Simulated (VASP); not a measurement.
# SrO (Fm-3m) in VASP: notebook

Runs on SrO. Level: r2SCAN. Tasks: single point.

Everything below comes from runs of VASP 6.6.1. Logs are shortened: lines on timing, memory, paths and dates and some standing lists are left out, and cuts for length are marked.

### Step 1. The cell of the first run

The structure is cubic, space group Fm-3m (No. 225). Conventional cell: a = 5.161 Å, b = 5.161 Å, c = 5.161 Å, α = 90.00°, β = 90.00°, γ = 90.00°. Within 3.4 Å of Sr (site symmetry m-3m) lie 6 O at 2.58 Å. Within 3.4 Å of O (site symmetry m-3m) lie 6 Sr at 2.58 Å.

### Step 2. Single point, r2SCAN

File POSCAR:

```
SrO
1.0
    0.0000000000      2.5806600000      2.5806600000
    2.5806600000      0.0000000000      2.5806600000
    2.5806600000      2.5806600000      0.0000000000
Sr O
1 1
Direct
    0.0000000000      0.0000000000      0.0000000000
    0.5000000000      0.5000000000      0.5000000000
```

File INCAR.step1:

```
  PREC = Accurate
  ENCUT = 520
  ISMEAR = 0
  SIGMA = 0.1
  LREAL = F
  LASPH = T
  NELM = 60
  NBANDS = 15
  GGA = PE
  ALGO = Normal
  EDIFF = 1E-4
  LWAVE = T
  LCHARG = F
```

File INCAR.step2:

```
  PREC = Accurate
  ENCUT = 520
  EDIFF = 1E-7
  ISMEAR = 0
  SIGMA = 0.1
  LREAL = F
  LASPH = T
  NELM = 60
  ALGO = Normal
  ISIF = 2
  LWAVE = F
  LCHARG = F
  METAGGA = R2SCAN
  LMIXTAU = T
  NBANDS = 15
  ISTART = 1
```

File KPOINTS:

```
regular mesh
0
Gamma
  6 6 6
```

Potentials or basis: VASP PAW PBE potentials, release 64 (Sr_sv, O).

Run with:

```sh
$ cat potpaw_PBE.64/Sr_sv/POTCAR potpaw_PBE.64/O/POTCAR > POTCAR
$ cp INCAR.step1 INCAR
$ mpirun -np 1 vasp_std > vasp.out
$ cp INCAR.step2 INCAR
$ mpirun -np 1 vasp_std > vasp.out
```

OUTCAR:

```text
PREC = Accurate
   ENCUT = 520
   EDIFF = 1E-7
   ISMEAR = 0
   LREAL = F
   LASPH = T
   NELM = 60
   ISIF = 2
   METAGGA = R2SCAN
   ISTART = 1

 ion  position               nearest neighbor table
   1  0.000  0.000  0.000-   2 2.58   2 2.58   2 2.58   2 2.58   2 2.58   2 2.58
   2  0.500  0.500  0.500-   1 2.58   1 2.58   1 2.58   1 2.58   1 2.58   1 2.58

  LATTYP: Found a face centered cubic cell.
 ALAT       =     5.1613200000

  Lattice vectors:

 A1 = (   0.0000000000,   2.5806600000,   2.5806600000)
 A2 = (   2.5806600000,   0.0000000000,   2.5806600000)
 A3 = (   2.5806600000,   2.5806600000,   0.0000000000)

Analysis of symmetry for initial positions (statically):
=====================================================================
 Subroutine PRICEL returns:
 Original cell was already a primitive cell.

 Routine SETGRP: Setting up the symmetry group for a
 face centered cubic supercell.

 Subroutine GETGRP returns: Found 48 space group operations
 (whereof 48 operations were pure point group operations)
 out of a pool of 48 trial point group operations.

The static configuration has the point symmetry O_h .

Analysis of symmetry for dynamics (positions and initial velocities):
=====================================================================
 Subroutine PRICEL returns:
 Original cell was already a primitive cell.

 Routine SETGRP: Setting up the symmetry group for a
 face centered cubic supercell.

 Subroutine GETGRP returns: Found 48 space group operations
 (whereof 48 operations were pure point group operations)
 out of a pool of 48 trial point group operations.

The dynamic configuration has the point symmetry O_h .

 Subroutine INISYM returns: Found 48 space group operations
 (whereof 48 operations are pure point group operations),
 and found     1 'primitive' translations

----------------------------------------------------------------------------------------

                                     Primitive cell

  volume of cell :      34.3734

  direct lattice vectors                    reciprocal lattice vectors
     0.000000000  2.580660000  2.580660000    -0.193748886  0.193748886  0.193748886
     2.580660000  0.000000000  2.580660000     0.193748886 -0.193748886  0.193748886
     2.580660000  2.580660000  0.000000000     0.193748886  0.193748886 -0.193748886

  length of vectors
     3.649604372  3.649604372  3.649604372     0.335582914  0.335582914  0.335582914

  position of ions in fractional coordinates (direct lattice)
     0.000000000  0.000000000  0.000000000
     0.500000000  0.500000000  0.500000000

  ion indices of the primitive-cell ions
   primitive index   ion index
                 1           1
                 2           2

----------------------------------------------------------------------------------------

 KPOINTS: regular mesh

Automatic generation of k-mesh.
 Grid dimensions read from file:
 generate k-points for:    6    6    6

 Generating k-lattice:

  Cartesian coordinates                     Fractional coordinates (reciprocal lattice)
    -0.032291481  0.032291481  0.032291481     0.166666667  0.000000000  0.000000000
     0.032291481 -0.032291481  0.032291481     0.000000000  0.166666667  0.000000000
     0.032291481  0.032291481 -0.032291481     0.000000000  0.000000000  0.166666667

  Length of vectors
     0.055930486  0.055930486  0.055930486

  Shift w.r.t. Gamma in fractional coordinates (k-lattice)
     0.000000000  0.000000000  0.000000000

 Subroutine IBZKPT returns following result:
 ===========================================

 Found     16 irreducible k-points:

 Following reciprocal coordinates:
            Coordinates               Weight
  0.000000  0.000000  0.000000      1.000000
  0.166667  0.000000  0.000000      8.000000
  0.333333  0.000000  0.000000      8.000000
  0.500000  0.000000  0.000000      4.000000
  0.166667  0.166667  0.000000      6.000000
  0.333333  0.166667  0.000000     24.000000
[... 8 lines left out ...]
 -0.333333  0.333333  0.166667     24.000000
 -0.333333  0.500000  0.166667     12.000000
   k-points           NKPTS =     16   k-points in BZ     NKDIM =     16   number of bands    NBANDS=     15
   number of dos      NEDOS =    301   number of ions     NIONS =      2
   total plane-waves  NPLWV =  21952
   dimension x,y,z NGX =    28 NGY =   28 NGZ =   28
   dimension x,y,z NGXF=    56 NGYF=   56 NGZF=   56
   ions per type =               1   1
   NGX,Y,Z   is equivalent  to a cutoff of  12.75, 12.75, 12.75 a.u.
   NGXF,Y,Z  is equivalent  to a cutoff of  25.51, 25.51, 25.51 a.u.
 SYSTEM =  unknown system
   PREC   = accura    normal or accurate (medium, high low for compatibility)
   ISTART =      1    job   : 0-new  1-cont  2-samecut
   ICHARG =      0    charge: 1-file 2-atom 10-const
   ISPIN  =      1    spin polarized calculation?
   LNONCOLLINEAR =      F non collinear calculations
   LSORBIT =      F    spin-orbit coupling
   LASPH  =      T    aspherical Exc in radial PAW
   ENCUT  =  520.0 eV  38.22 Ry    6.18 a.u.   6.79  6.79  6.79*2*pi/ulx,y,z
   NELM   =     60;   NELMIN=  2; NELMDL=  0     # of ELM steps
   EDIFF  = 0.1E-06   stopping-criterion for ELM
   LREAL  =      F    real-space projection
   EDIFFG = 0.1E-05   stopping-criterion for IOM
   NSW    =      0    number of steps for IOM
   IBRION =     -1    ionic relax: 0-MD 1-quasi-New 2-CG
   NFREE  =      0    steps in history (QN), initial steepest desc. (CG)
   ISIF   =      2    stress and relaxation
   ISYM   =      2    0-nonsym 1-usesym 2-fastsym
   POTIM  = 0.5000    time-step for ionic-motion
   TEBEG  =    0.0;   TEEND  =   0.0 temperature during run
   PSTRESS=    0.0 pullay stress
   NELECT =      16.0000    total number of electrons
   NUPDOWN=      -1.0000    fix difference up-down
   EMIN   =  10.00;   EMAX   =-10.00  energy-range for DOS
   EFERMI =   0.00;   METHOD = LEGACY
   ISMEAR =     0;   SIGMA  =   0.10  broadening in eV -4-tet -1-fermi 0-gaus
   EFERMI_NEDOS =   21; number of points for ismear=-14 and -15
   IALGO  =     38    algorithm
   IMIX   =      4    mixing-type and parameters
     AMIX     =   0.40;   BMIX     =  1.00
     AMIX_MAG =   1.60;   BMIX_MAG =  1.00
  volume/ion in A,a.u.               =      17.19       115.98
  Fermi-wavevector in a.u.,A,eV,Ry     =   1.268744  2.397579 21.901456  1.609712
  Thomas-Fermi vector in A             =   2.401823
   LORBIT       =      0    0 simple, 1 ext, 2 COOP (PROOUT), +10 PAW based schemes
   METAGGA = R2SCAN    functional components
   LHFCALC =     F    Hartree Fock is set to
   AEXX    =    0.0000 exact exchange contribution
   IVDW    =     0    specifies the selected vdW correction
   LEPSILON=     F    determine dielectric tensor
   LRPA    =     F    only Hartree local field effects (RPA)
 non-spin polarized calculation
 Gauss-broadening in eV      SIGMA  =   0.10
  energy-cutoff  :      520.00
  volume of cell :       34.37
 maximum number of plane-waves:       941
   NGX = 13   NGY = 13   NGZ = 13

 number of electron      15.9999998 magnetization

 Free energy of the ion-electron system (eV)
  ---------------------------------------------------
  ext. energy  EPLUGINS =         0.00000000
  ---------------------------------------------------
  free energy    TOTEN  =       -27.05575259 eV

  energy without entropy =      -27.05575259  energy(sigma->0) =      -27.05575259

 E-fermi :   1.7407     XC(G=0): -10.5281

 val. band max:        1.2900398404   @ k =   0.0000   0.0000   0.0000
 cond. band min:       5.0379631063   @ k =   0.5000   0.5000   0.0000
 fundamental gap:      3.7479232659
 Fermi energy:         1.7407122866

 k-point     1 :       0.0000    0.0000    0.0000
  band No.  band energies     occupation
      1     -32.2228      2.00000
      2     -14.7242      2.00000
      3     -13.2574      2.00000
      4     -13.2574      2.00000
      5     -13.2574      2.00000
      6       1.2900      2.00000
      7       1.2900      2.00000
      8       1.2900      2.00000
      9       5.8655      0.00000
     10       8.0417      0.00000
     11       8.0417      0.00000
     12       8.0417      0.00000
     13      10.3373      0.00000
     14      10.3373      0.00000
     15      14.5303      0.00000

 k-point     2 :       0.1667    0.0000    0.0000
  band No.  band energies     occupation
      1     -32.1900      2.00000
      2     -15.1792      2.00000
      3     -13.2765      2.00000
      4     -13.2765      2.00000
      5     -12.8829      2.00000
      6       0.6098      2.00000
      7       0.9736      2.00000
      8       0.9736      2.00000
      9       6.9944      0.00000
     10       7.8248      0.00000
     11       8.5800      0.00000
     12       8.5800      0.00000
     13      11.0330      0.00000
     14      11.0330      0.00000
     15      16.2056      0.00000

 k-point     3 :       0.3333    0.0000    0.0000
  band No.  band energies     occupation
      1     -32.1236      2.00000
      2     -15.8069      2.00000
      3     -13.3138      2.00000
      4     -13.3138      2.00000
      5     -12.4177      2.00000
      6      -0.3916      2.00000
      7       0.4254      2.00000
      8       0.4254      2.00000
      9       7.9870      0.00000
     10       9.1390      0.00000
     11       9.8849      0.00000
     12       9.8849      0.00000
     13      12.6014      0.00000
     14      12.6014      0.00000
     15      17.8143      0.00000

 k-point     4 :       0.5000    0.0000    0.0000
  band No.  band energies     occupation
      1     -32.0899      2.00000
      2     -16.0622      2.00000
      3     -13.3321      2.00000
      4     -13.3321      2.00000
      5     -12.2437      2.00000
      6      -0.8058      2.00000
      7       0.1827      2.00000
      8       0.1827      2.00000
      9       8.3523      0.00000
     10      10.2757      0.00000
     11      10.7073      0.00000
     12      10.7073      0.00000
     13      13.8607      0.00000
     14      13.8607      0.00000
     15      16.9227      0.00000
[... 163 lines left out ...]
 k-point    14 :       0.5000    0.3333    0.1667
  band No.  band energies     occupation
      1     -32.0820      2.00000
      2     -15.5639      2.00000
      3     -13.6515      2.00000
      4     -13.4961      2.00000
      5     -12.7390      2.00000
      6      -0.0145      2.00000
      7       0.4786      2.00000
      8       0.9357      2.00000
      9       6.8363      0.00000
     10       9.0872      0.00000
     11      10.7063      0.00000
     12      11.2789      0.00000
     13      12.7694      0.00000
     14      14.0276      0.00000
     15      16.5311      0.00000

 k-point    15 :      -0.3333    0.3333    0.1667
  band No.  band energies     occupation
      1     -32.0603      2.00000
      2     -15.5536      2.00000
      3     -13.7592      2.00000
      4     -13.6330      2.00000
      5     -12.7065      2.00000
      6       0.0007      2.00000
      7       0.6253      2.00000
      8       0.6848      2.00000
      9       8.0022      0.00000
     10       8.1330      0.00000
     11      10.8933      0.00000
     12      11.9534      0.00000
     13      13.4059      0.00000
     14      15.1976      0.00000
     15      15.6671      0.00000

 k-point    16 :      -0.3333    0.5000    0.1667
  band No.  band energies     occupation
      1     -32.0508      2.00000
      2     -15.1788      2.00000
      3     -14.0300      2.00000
      4     -13.7506      2.00000
      5     -12.9622      2.00000
      6       0.4284      2.00000
      7       0.8213      2.00000
      8       0.9558      2.00000
      9       6.4210      0.00000
     10       9.4017      0.00000
     11      10.3697      0.00000
     12      12.9208      0.00000
     13      12.9646      0.00000
     14      15.2146      0.00000
     15      15.4324      0.00000

------------------------ aborting loop because EDIFF is reached ----------------------------------------

  FORCE on cell =-STRESS in cart. coord.  units (eV):
  Direction    XX          YY          ZZ          XY          YZ          ZX
  --------------------------------------------------------------------------------------
  -------------------------------------------------------------------------------------
  Total        0.0947516      0.0947516      0.0947516     -0.0000000      0.0000000     -0.0000000
  in kB        4.4164646      4.4164646      4.4164646     -0.0000000      0.0000000     -0.0000000
  external PRESSURE =       4.4164646 kB  Pullay stress =       0.0000000 kB

 VOLUME and BASIS-vectors are now :
 -----------------------------------------------------------------------------
  energy-cutoff  :      520.00
  volume of cell :       34.37
      direct lattice vectors                 reciprocal lattice vectors
     0.000000000  2.580660000  2.580660000    -0.193748886  0.193748886  0.193748886
     2.580660000  0.000000000  2.580660000     0.193748886 -0.193748886  0.193748886
     2.580660000  2.580660000  0.000000000     0.193748886  0.193748886 -0.193748886

 POSITION                                       TOTAL-FORCE (eV/Angst)
 -----------------------------------------------------------------------------------
      0.00000      0.00000      0.00000        -0.000000     -0.000000      0.000000
      2.58066      2.58066      2.58066         0.000000      0.000000     -0.000000
 -----------------------------------------------------------------------------------
    total drift:                                0.000000      0.000000      0.000000

  FREE ENERGIE OF THE ION-ELECTRON SYSTEM (eV)
  ---------------------------------------------------
  free  energy   TOTEN  =       -27.0557525872 eV

  energy  without entropy=      -27.0557525872  energy(sigma->0) =      -27.05575259
```

It took 62 s on 1 thread of Intel Xeon 8259CL, shared host; peak memory 0.17 GiB.

What came out:

* Free energy: -27.0558 eV
* Pressure: 0.4 GPa
* Band gap on the k mesh: 3.75 eV (least direct gap 3.84 eV)

Caveat: the PAW data sets were made with another functional, which shifts forces and pressure a little.

### Step 3. Single point, r2SCAN

File POSCAR:

```
SrO
1.0
    0.0000000000      2.5801213120      2.5801213120
    2.5801213120      0.0000000000      2.5801213120
    2.5801213120      2.5801213120      0.0000000000
Sr O
1 1
Direct
    0.0000000000      0.0000000000      0.0000000000
    0.5000000000      0.5000000000      0.5000000000
```

File INCAR.step1:

```
PREC = Accurate ; ENCUT = 520
ISMEAR = 0 ; SIGMA = 0.02
LREAL = False ; LASPH = True
NELM = 60 ; NBANDS = 15
GGA = PE ; ALGO = Normal
EDIFF = 1E-4 ; LWAVE = True
LCHARG = False
```

File INCAR.step2:

```
PREC = Accurate ; ENCUT = 520
EDIFF = 1E-6 ; ISMEAR = 0
SIGMA = 0.02 ; LREAL = False
LASPH = True ; NELM = 60
ALGO = Normal ; ISIF = 2
LWAVE = False ; LCHARG = False
METAGGA = R2SCAN ; LMIXTAU = True
NBANDS = 15 ; ISTART = 1
```

KPOINTS is that of step 2.

Potentials or basis: VASP PAW PBE potentials, release 64 (Sr_sv, O).

Run with:

```sh
$ cat potpaw_PBE.64/Sr_sv/POTCAR potpaw_PBE.64/O/POTCAR > POTCAR
$ cp INCAR.step1 INCAR
$ mpirun -np 1 vasp_std > vasp.out
$ cp INCAR.step2 INCAR
$ mpirun -np 1 vasp_std > vasp.out
```

Run time: 60 s. Hardware: 1 thread of Intel Xeon 8259CL, shared host; peak memory 0.17 GiB.

Results (log left out):

* Free energy: -27.0557 eV
* Pressure: 0.5 GPa
* Band gap on the k mesh: 3.75 eV (least direct gap 3.84 eV)

Levels at points of the mesh, in eV from the valence-band top:
```
           k point  band 6  band 7  band 8  band 9  band 10  band 11
(0.00, 0.00, 0.00)    0.00    0.00    0.00    4.58     6.75     6.75
(0.50, 0.00, 0.00)   -2.10   -1.11   -1.11    7.07     8.99     9.42
(0.50, 0.50, 0.00)   -0.45   -0.09   -0.09    3.75     8.44    10.85
```

Caveat: the PAW data sets were made with another functional, which shifts forces and pressure a little. A k mesh can miss the band edges.
